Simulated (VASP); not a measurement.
# BP (zincblende type) (F-43m) in VASP: further runs

The runs below take BP (zincblende type) through single point, with PBEsol.

Everything below comes from runs of VASP 6.6.1. Logs are shortened: lines on timing, memory, paths and dates and some standing lists are left out, and cuts for length are marked.

## Step 1: The cell of the first run

It takes space group F-43m (No. 216, cubic). Conventional cell: a = 3.895 Å, b = 3.895 Å, c = 3.895 Å, α = 90.00°, β = 90.00°, γ = 90.00°. Within 2.2 Å of B (site symmetry -43m) lie 4 P at 1.69 Å. Within 2.2 Å of P (site symmetry -43m) lie 4 B at 1.69 Å.

## Step 2: Single point, PBEsol (volume scaled by 0.64)

INCAR

```
SYSTEM = BP
PREC = Accurate ; ENCUT = 520
EDIFF = 1E-6 ; ISMEAR = -1
SIGMA = 0.05 ; LREAL = .FALSE.
LASPH = .TRUE. ; NELM = 60
ALGO = Normal ; ISIF = 2
LWAVE = .FALSE. ; LCHARG = .FALSE.
GGA = PS ; NBANDS = 11
```

KPOINTS

```
regular mesh
0
G
  15 15 15
  0 0 0
```

POSCAR

```
BP
1.0
    0.0000000000      1.9476668541      1.9476668541
    1.9476668541      0.0000000000      1.9476668541
    1.9476668541      1.9476668541      0.0000000000
B P
1 1
Direct
    0.0000000000      0.0000000000      0.0000000000
    0.2500000000      0.2500000000      0.2500000000
```

Potentials or basis: VASP PAW PBE potentials, release 64 (B, P).

On the command line:

```
$ cat potpaw_PBE.64/B/POTCAR potpaw_PBE.64/P/POTCAR > POTCAR
$ mpirun -np 1 vasp_std > vasp.out
```

OUTCAR:

```text
SYSTEM = BP
   PREC = Accurate
   ENCUT = 520
   EDIFF = 1E-6
   ISMEAR = -1
   LREAL = .FALSE.
   LASPH = .TRUE.
   NELM = 60
   ISIF = 2
   GGA = PS

 ion  position               nearest neighbor table
   1  0.000  0.000  0.000-   2 1.69   2 1.69   2 1.69   2 1.69
   2  0.250  0.250  0.250-   1 1.69   1 1.69   1 1.69   1 1.69

  LATTYP: Found a face centered cubic cell.
 ALAT       =     3.8953337082

  Lattice vectors:

 A1 = (   0.0000000000,   1.9476668541,   1.9476668541)
 A2 = (   1.9476668541,   0.0000000000,   1.9476668541)
 A3 = (   1.9476668541,   1.9476668541,   0.0000000000)

Analysis of symmetry for initial positions (statically):
=====================================================================
 Subroutine PRICEL returns:
 Original cell was already a primitive cell.

 Routine SETGRP: Setting up the symmetry group for a
 face centered cubic supercell.

 Subroutine GETGRP returns: Found 24 space group operations
 (whereof 24 operations were pure point group operations)
 out of a pool of 48 trial point group operations.

The static configuration has the point symmetry T_d .

Analysis of symmetry for dynamics (positions and initial velocities):
=====================================================================
 Subroutine PRICEL returns:
 Original cell was already a primitive cell.

 Routine SETGRP: Setting up the symmetry group for a
 face centered cubic supercell.

 Subroutine GETGRP returns: Found 24 space group operations
 (whereof 24 operations were pure point group operations)
 out of a pool of 48 trial point group operations.

The dynamic configuration has the point symmetry T_d .

 Subroutine INISYM returns: Found 24 space group operations
 (whereof 24 operations are pure point group operations),
 and found     1 'primitive' translations

----------------------------------------------------------------------------------------

                                     Primitive cell

  volume of cell :      14.7766

  direct lattice vectors                    reciprocal lattice vectors
     0.000000000  1.947666854  1.947666854    -0.256717415  0.256717415  0.256717415
     1.947666854  0.000000000  1.947666854     0.256717415 -0.256717415  0.256717415
     1.947666854  1.947666854  0.000000000     0.256717415  0.256717415 -0.256717415

  length of vectors
     2.754416880  2.754416880  2.754416880     0.444647606  0.444647606  0.444647606

  position of ions in fractional coordinates (direct lattice)
     0.000000000  0.000000000  0.000000000
     0.250000000  0.250000000  0.250000000

  ion indices of the primitive-cell ions
   primitive index   ion index
                 1           1
                 2           2

----------------------------------------------------------------------------------------

 KPOINTS: regular mesh

Automatic generation of k-mesh.
 Grid dimensions read from file:
 generate k-points for:   15   15   15

 Generating k-lattice:

  Cartesian coordinates                     Fractional coordinates (reciprocal lattice)
    -0.017114494  0.017114494  0.017114494     0.066666667  0.000000000  0.000000000
     0.017114494 -0.017114494  0.017114494     0.000000000  0.066666667  0.000000000
     0.017114494  0.017114494 -0.017114494     0.000000000  0.000000000  0.066666667

  Length of vectors
     0.029643174  0.029643174  0.029643174

  Shift w.r.t. Gamma in fractional coordinates (k-lattice)
     0.000000000  0.000000000  0.000000000

 Subroutine IBZKPT returns following result:
 ===========================================

 Found    120 irreducible k-points:

 Following reciprocal coordinates:
            Coordinates               Weight
  0.000000  0.000000  0.000000      1.000000
  0.066667  0.000000  0.000000      8.000000
  0.133333  0.000000  0.000000      8.000000
  0.200000  0.000000  0.000000      8.000000
  0.266667  0.000000  0.000000      8.000000
  0.333333  0.000000  0.000000      8.000000
[... 16 lines left out ...]
  0.133333  0.133333  0.000000      6.000000
  0.200000  0.133333  0.000000     24.000000
 [... further k-points ...]
   k-points           NKPTS =    120   k-points in BZ     NKDIM =    120   number of bands    NBANDS=     11
   number of dos      NEDOS =    301   number of ions     NIONS =      2
   total plane-waves  NPLWV =   8000
   dimension x,y,z NGX =    20 NGY =   20 NGZ =   20
   dimension x,y,z NGXF=    40 NGYF=   40 NGZF=   40
   ions per type =               1   1
   NGX,Y,Z   is equivalent  to a cutoff of  12.07, 12.07, 12.07 a.u.
   NGXF,Y,Z  is equivalent  to a cutoff of  24.14, 24.14, 24.14 a.u.
 SYSTEM =  BP
   PREC   = accura    normal or accurate (medium, high low for compatibility)
   ISTART =      0    job   : 0-new  1-cont  2-samecut
   ICHARG =      2    charge: 1-file 2-atom 10-const
   ISPIN  =      1    spin polarized calculation?
   LNONCOLLINEAR =      F non collinear calculations
   LSORBIT =      F    spin-orbit coupling
   LASPH  =      T    aspherical Exc in radial PAW
   ENCUT  =  520.0 eV  38.22 Ry    6.18 a.u.   5.12  5.12  5.12*2*pi/ulx,y,z
   NELM   =     60;   NELMIN=  2; NELMDL= -5     # of ELM steps
   EDIFF  = 0.1E-05   stopping-criterion for ELM
   LREAL  =      F    real-space projection
[... 7 lines left out ...]
   TEBEG  =    0.0;   TEEND  =   0.0 temperature during run
   PSTRESS=    0.0 pullay stress
   NELECT =       8.0000    total number of electrons
   NUPDOWN=      -1.0000    fix difference up-down
   EMIN   =  10.00;   EMAX   =-10.00  energy-range for DOS
   EFERMI =   0.00;   METHOD = LEGACY
   ISMEAR =    -1;   SIGMA  =   0.05  broadening in eV -4-tet -1-fermi 0-gaus
   EFERMI_NEDOS =   21; number of points for ismear=-14 and -15
   IALGO  =     38    algorithm
   IMIX   =      4    mixing-type and parameters
     AMIX     =   0.40;   BMIX     =  1.00
     AMIX_MAG =   1.60;   BMIX_MAG =  1.00
  volume/ion in A,a.u.               =       7.39        49.86
  Fermi-wavevector in a.u.,A,eV,Ry     =   1.334280  2.521423 24.222477  1.780302
  Thomas-Fermi vector in A             =   2.463073
   LORBIT       =      0    0 simple, 1 ext, 2 COOP (PROOUT), +10 PAW based schemes
   GGA     = PS    functional components
   LHFCALC =     F    Hartree Fock is set to
   AEXX    =    0.0000 exact exchange contribution
   IVDW    =     0    specifies the selected vdW correction
   LEPSILON=     F    determine dielectric tensor
   LRPA    =     F    only Hartree local field effects (RPA)
 non-spin polarized calculation
  energy-cutoff  :      520.00
  volume of cell :       14.78
 maximum number of plane-waves:       411
   NGX = 11   NGY = 11   NGZ = 11

 number of electron       8.0000000 magnetization

 Free energy of the ion-electron system (eV)
  ---------------------------------------------------
  ext. energy  EPLUGINS =         0.00000000
  ---------------------------------------------------
  free energy    TOTEN  =       -10.53713549 eV

  energy without entropy =      -10.53703977  energy(sigma->0) =      -10.53708763

 E-fermi :  13.7736     XC(G=0): -13.0770

 val. band max:       13.6237149927   @ k =   0.0000   0.0000   0.0000
 cond. band min:      13.9117338770   @ k =   0.4667   0.4667   0.0000
 fundamental gap:      0.2880188843
 Fermi energy:        13.7735510131

 k-point     1 :       0.0000    0.0000    0.0000
  band No.  band energies     occupation
      1      -6.4247      2.00000
      2      13.6237      1.90485
      3      13.6237      1.90485
      4      13.6237      1.90485
      5      18.3801      0.00000
      6      18.3801      0.00000
      7      18.3801      0.00000
      8      27.5154      0.00000
      9      27.5154      0.00000
     10      27.8110      0.00000
     11      29.9658      0.00000

 k-point     2 :       0.0667    0.0000    0.0000
  band No.  band energies     occupation
      1      -6.3117      2.00000
      2      12.8106      2.00000
      3      13.4464      1.99713
      4      13.4464      1.99713
      5      18.6435      0.00000
      6      18.6435      0.00000
      7      18.8014      0.00000
      8      26.9178      0.00000
      9      26.9178      0.00000
     10      27.7155      0.00000
     11      30.1592      0.00000

 k-point     3 :       0.1333    0.0000    0.0000
  band No.  band energies     occupation
      1      -5.9735      2.00000
      2      11.0177      2.00000
      3      13.0328      2.00000
      4      13.0328      2.00000
      5      19.2325      0.00000
      6      19.2325      0.00000
      7      19.4977      0.00000
      8      25.9868      0.00000
      9      25.9868      0.00000
     10      27.3630      0.00000
     11      30.7453      0.00000

 k-point     4 :       0.2000    0.0000    0.0000
  band No.  band energies     occupation
      1      -5.4123      2.00000
      2       8.9094      2.00000
      3      12.5659      2.00000
      4      12.5659      2.00000
      5      19.6967      0.00000
      6      19.6967      0.00000
      7      20.0141      0.00000
      8      25.6287      0.00000
      9      25.6287      0.00000
     10      26.8333      0.00000
     11      31.5227      0.00000
[... 239 lines left out ...]
 k-point    22 :      -0.0667    0.0667    0.0000
  band No.  band energies     occupation
      1      -6.1237      2.00000
      2      12.1485      2.00000
      3      12.4058      2.00000
      4      13.5683      1.96755
      5      18.6095      0.00000
      6      19.0399      0.00000
      7      19.6559      0.00000
      8      25.6744      0.00000
      9      26.3022      0.00000
     10      28.3575      0.00000
     11      30.7051      0.00000

 k-point    23 :       0.1333    0.1333    0.0000
  band No.  band energies     occupation
      1      -5.8232      2.00000
      2      11.7959      2.00000
      3      11.7959      2.00000
      4      12.5622      2.00000
      5      17.2023      0.00000
      6      20.8880      0.00000
      7      20.8880      0.00000
      8      22.6511      0.00000
      9      28.1584      0.00000
     10      29.2318      0.00000
     11      31.9775      0.00000

 k-point    24 :       0.2000    0.1333    0.0000
  band No.  band energies     occupation
      1      -5.4115      2.00000
      2      10.3788      2.00000
      3      11.2140      2.00000
      4      12.2883      2.00000
      5      17.0893      0.00000
      6      21.3726      0.00000
      7      21.7482      0.00000
      8      21.8435      0.00000
      9      28.1797      0.00000
     10      29.6701      0.00000
     11      32.4962      0.00000

 [... further k-points ...]
[... 5 lines left out ...]
  --------------------------------------------------------------------------------------
  -------------------------------------------------------------------------------------
  Total       15.7054470     15.7054470     15.7054470     -0.0000000      0.0000000     -0.0000000
  in kB     1702.8910655   1702.8910655   1702.8910655     -0.0000000      0.0000000     -0.0000000
  external PRESSURE =    1702.8910655 kB  Pullay stress =       0.0000000 kB

 VOLUME and BASIS-vectors are now :
 -----------------------------------------------------------------------------
  energy-cutoff  :      520.00
  volume of cell :       14.78
      direct lattice vectors                 reciprocal lattice vectors
     0.000000000  1.947666854  1.947666854    -0.256717415  0.256717415  0.256717415
     1.947666854  0.000000000  1.947666854     0.256717415 -0.256717415  0.256717415
     1.947666854  1.947666854  0.000000000     0.256717415  0.256717415 -0.256717415

 POSITION                                       TOTAL-FORCE (eV/Angst)
 -----------------------------------------------------------------------------------
      0.00000      0.00000      0.00000        -0.000000     -0.000000     -0.000000
      0.97383      0.97383      0.97383         0.000000      0.000000      0.000000
 -----------------------------------------------------------------------------------
    total drift:                               -0.000000     -0.000000      0.000000

  FREE ENERGIE OF THE ION-ELECTRON SYSTEM (eV)
  ---------------------------------------------------
  free  energy   TOTEN  =       -10.5371354914 eV

  energy  without entropy=      -10.5370397683  energy(sigma->0) =      -10.53708763
```

Run time: 15 s. Hardware: 1 thread of Intel Xeon 6975P-C, shared host; peak memory 0.13 GiB.

Results:

* Free energy: -10.5371 eV
* Pressure: 170.3 GPa
* Band gap on the k mesh: 0.29 eV, indirect (least direct gap 4.64 eV)

Levels at points of the mesh, in eV from the valence-band top:
| k point | band 2 | band 3 | band 4 | band 5 | band 6 | band 7 |
| --- | --- | --- | --- | --- | --- | --- |
| (0.00, 0.00, 0.00) | 0.00 | 0.00 | 0.00 | 4.76 | 4.76 | 4.76 |

Caveat: the PAW data sets were made with another functional, which shifts forces and pressure a little. A k mesh can miss the band edges.

## Step 3: Single point, PBEsol (volume scaled by 0.72)

INCAR

```
SYSTEM = BP
PREC = Accurate ; ENCUT = 520
EDIFF = 1E-6 ; ISMEAR = -1
SIGMA = 0.05 ; LREAL = .False.
LASPH = .True. ; NELM = 60
ALGO = Normal ; ISIF = 2
LWAVE = .False. ; LCHARG = .False.
GGA = PS ; NBANDS = 11
```

KPOINTS

```
Automatic mesh
0
Gamma
  15 15 15
  0 0 0
```

POSCAR

```
BP
1.0
    0.0000000000      2.0256551580      2.0256551580
    2.0256551580      0.0000000000      2.0256551580
    2.0256551580      2.0256551580      0.0000000000
B P
1 1
Direct
    0.0000000000      0.0000000000      0.0000000000
    0.2500000000      0.2500000000      0.2500000000
```

Potentials or basis: VASP PAW PBE potentials, release 64 (B, P).

On the command line:

```
$ cat potpaw_PBE.64/B/POTCAR potpaw_PBE.64/P/POTCAR > POTCAR
$ mpirun -np 1 vasp_std > vasp.out
```

It took 14 s on 1 thread of Intel Xeon 6975P-C, shared host; peak memory 0.14 GiB.

Results (log left out):

```yaml
Free_energy: -12.0777 eV
Pressure: 101.7 GPa
Band_gap_on_the_k_mesh: 0.52 eV, indirect (least direct gap 4.20 eV)
```

Levels at points of the mesh, in eV from the valence-band top:
| k point | band 1 | band 2 | band 3 | band 4 | band 5 | band 6 | band 7 | band 8 |
| --- | --- | --- | --- | --- | --- | --- | --- | --- |
| (0.00, 0.00, 0.00) | -18.81 | 0.00 | 0.00 | 0.00 | 4.21 | 4.21 | 4.21 | 12.64 |

Caveat: the PAW data sets were made with another functional, which shifts forces and pressure a little. A k mesh can miss the band edges.

## Step 4: Single point, PBEsol (volume scaled by 0.8)

Edit INCAR of step 3 so:

```diff
@@ -4,3 +4,3 @@
 SIGMA = 0.05 ; LREAL = .False.
-LASPH = .True. ; NELM = 60
+LASPH = .True. ; NELM = 100
 ALGO = Normal ; ISIF = 2
```

KPOINTS is that of step 3.

POSCAR

```
BP
1.0
    0.0000000000      2.0980605176      2.0980605176
    2.0980605176      0.0000000000      2.0980605176
    2.0980605176      2.0980605176      0.0000000000
B P
1 1
Direct
    0.0000000000      0.0000000000      0.0000000000
    0.2500000000      0.2500000000      0.2500000000
```

On the command line:

```
$ cat potpaw_PBE.64/B/POTCAR potpaw_PBE.64/P/POTCAR > POTCAR
$ mpirun -np 1 vasp_std > vasp.out
```

Run time: 18 s. Hardware: 1 thread of Intel Xeon 6975P-C, shared host; peak memory 0.15 GiB.

Results (log left out):

| Property | Result |
| --- | --- |
| Free energy | -12.9773 eV |
| Pressure | 57.2 GPa |
| Band gap on the k mesh | 0.73 eV, indirect (least direct gap 3.85 eV) |

Levels at points of the mesh, in eV from the valence-band top:
| k point | band 1 | band 2 | band 3 | band 4 | band 5 | band 6 | band 7 | band 8 |
| --- | --- | --- | --- | --- | --- | --- | --- | --- |
| (0.00, 0.00, 0.00) | -17.73 | 0.00 | 0.00 | 0.00 | 3.85 | 3.85 | 3.85 | 11.06 |

Caveat: the PAW data sets were made with another functional, which shifts forces and pressure a little. A k mesh can miss the band edges.

(Part 1 of 2 ends here.)
